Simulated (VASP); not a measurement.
A run of VASP 6.6.1 is set up as follows.

Contents of INCAR:

```
SYSTEM = Rb2MgGaC6N6
PREC = Accurate ; ENCUT = 520
EDIFF = 1E-6 ; ISMEAR = 0
SIGMA = 0.1 ; LREAL = Auto
LASPH = .TRUE. ; NELM = 150
ALGO = Normal ; ISIF = 2
LWAVE = .FALSE. ; LCHARG = .FALSE.
ISPIN = 2 ; MAGMOM = 0 0 0 0 1 1 1 1 1 1 1 1 1 1 1 1
LORBIT = 11 ; GGA = PE
NBANDS = 62
```

Contents of KPOINTS:

```
regular mesh
0
G
  4 4 4
  0 0 0
```

File POSCAR:

```
Rb2MgGaC6N6
1.0
    0.0000000000      5.1410000000      5.1410000000
    5.1410000000      0.0000000000      5.1410000000
    5.1410000000      5.1410000000      0.0000000000
Rb Mg Ga C N
2 1 1 6 6
Direct
    0.2500000000      0.2500000000      0.2500000000
    0.7500000000      0.7500000000      0.7500000000
    0.5000000000      0.5000000000      0.5000000000
    0.0000000000      0.0000000000      0.0000000000
    0.8156000800      0.1843999200      0.1843999200
    0.1843999200      0.8156000800      0.1843999200
    0.1843999200      0.1843999200      0.8156000800
    0.1843999200      0.8156000800      0.8156000800
    0.8156000800      0.1843999200      0.8156000800
    0.8156000800      0.8156000800      0.1843999200
    0.7018089900      0.2981910100      0.2981910100
    0.2981910100      0.7018089900      0.2981910100
    0.2981910100      0.2981910100      0.7018089900
    0.2981910100      0.7018089900      0.7018089900
    0.7018089900      0.2981910100      0.7018089900
    0.7018089900      0.7018089900      0.2981910100
```

Potentials or basis: VASP PAW PBE potentials, release 64 (Rb_sv, Mg, Ga_d, C, N).

Command:

```bash
$ cat potpaw_PBE.64/Rb_sv/POTCAR potpaw_PBE.64/Mg/POTCAR potpaw_PBE.64/Ga_d/POTCAR potpaw_PBE.64/C/POTCAR potpaw_PBE.64/N/POTCAR > POTCAR
$ mpirun -np 1 vasp_std > vasp.out
```

Problem. What does it give for the net moment?

Solution. 0.00 μB per cell.

Problem. Predict the largest force.

Solution. 2.298 eV/Å.

Problem. What does it give for the pressure?

Solution. 12.4 GPa.

Forces in eV/Å, atoms in the order of the input:
```
Rb   0.000  0.000  0.000
Rb   0.000  0.000  0.000
Mg   0.000  0.000  0.000
Ga   0.000  0.000  0.000
C    2.298  0.000  0.000
C    0.000  2.298  0.000
C    0.000  0.000  2.298
C   -2.298  0.000  0.000
C    0.000 -2.298  0.000
C    0.000  0.000 -2.298
N    1.017  0.000  0.000
N    0.000  1.017  0.000
N    0.000  0.000  1.017
N   -1.017  0.000  0.000
N    0.000 -1.017  0.000
N    0.000  0.000 -1.017
```

Caveat: the cell stands under pressure; forces of over 1 eV/Å act on the atoms, so gaps and moduli don't describe the material at rest.
